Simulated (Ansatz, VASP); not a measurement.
# CdSe in VASP and in Ansatz

Contents of POSCAR:

```
CdSe
1.0
    4.1670947187      0.0000000000      0.0000000000
   -2.0835473593      3.6088098864      0.0000000000
    0.0000000000      0.0000000000      6.7935801431
Cd Se
2 2
Direct
    0.3333333333      0.6666666667     -0.0003399257
    0.6666666667      0.3333333333      0.4996600743
    0.3333333333      0.6666666667      0.3753399257
    0.6666666667      0.3333333333      0.8753399257
```

The input INCAR.step1:

```
  PREC = Accurate
  ENCUT = 550
  ISMEAR = 0
  SIGMA = 0.01
  LREAL = F
  LASPH = T
  NELM = 120
  NBANDS = 26
  GGA = PE
  ALGO = Normal
  EDIFF = 1E-5
  LWAVE = T
  LCHARG = F
  GGA_COMPAT = F
```

The input INCAR.step2:

```
  PREC = Accurate
  ENCUT = 550
  EDIFF = 1E-6
  ISMEAR = 0
  SIGMA = 0.01
  LREAL = F
  LASPH = T
  NELM = 120
  ALGO = Normal
  ISIF = 2
  LWAVE = F
  LCHARG = F
  METAGGA = R2SCAN
  LMIXTAU = T
  NBANDS = 26
  ISTART = 1
  GGA_COMPAT = F
```

The input KPOINTS:

```
Automatic mesh
0
Gamma
  12 12 4
```

Input for Ansatz:

```yaml
crystal:
  lattice:
    - [4.1670947187, 0.0, 0.0]
    - [-2.0835473593, 3.6088098864, 0.0]
    - [0.0, 0.0, 6.7935801431]
  atoms:
    - { symbol: Cd, position: [0.3333333333, 0.6666666667, -0.0003399257] }
    - { symbol: Cd, position: [0.6666666667, 0.3333333333, 0.4996600743] }
    - { symbol: Se, position: [0.3333333333, 0.6666666667, 0.3753399257] }
    - { symbol: Se, position: [0.6666666667, 0.3333333333, 0.8753399257] }
kpoints:
  mp_grid: { grid: [12, 12, 4] }
  band_path:
    path:
      - [0.0, 0.0, 0.0]
      - [0.5, 0.0, 0.0]
      - [0.3333333333, 0.3333333333, 0.0]
      - [0.0, 0.0, 0.5]
      - [0.5, 0.0, 0.5]
      - [0.3333333333, 0.3333333333, 0.5]
    npoints: 1
hamiltonian:
  xc: r2scan
scf:
  occupations: { method: fixed }
  n_extra_bands: 5
output:
  forces: true
  stress: true
  eigenvalues: true
  write_density: true
  write_potential: true
  elf: true
  volumetric_format: npy
```

Change from the starting cell: hydrostatic strain -4.0%.

Alike in both runs: task single point; functional r2SCAN; k mesh 12 × 12 × 4; no spin polarisation.

|  | VASP | Ansatz |
| --- | --- | --- |
| version | VASP 6.6.1 | Ansatz 0.2.0 |
| potentials or method | VASP PAW PBE potentials, release 64 (Cd, Se) | plane waves, PAW |
| plane-wave cutoff (eV) | 550 | 500 |
| occupations | gaussian, width 0.01 eV | fixed |
| valence electrons in the cell | 36 | 72 |

```csv
,VASP,Ansatz,Ansatz less VASP
gap on the k mesh at the Fermi level (eV),1.39,1.39,+0.006
pressure (GPa),8.7,8.3,-0.41
"traceless stress, the component that is largest in VASP (GPa)",0.13,0.12,-0.007
```

VASP's potentials were made for PBE, not for r2SCAN. VASP's potentials hold 36 valence electrons a cell and Ansatz's 72, so a difference there can come from the potentials and not from the codes.
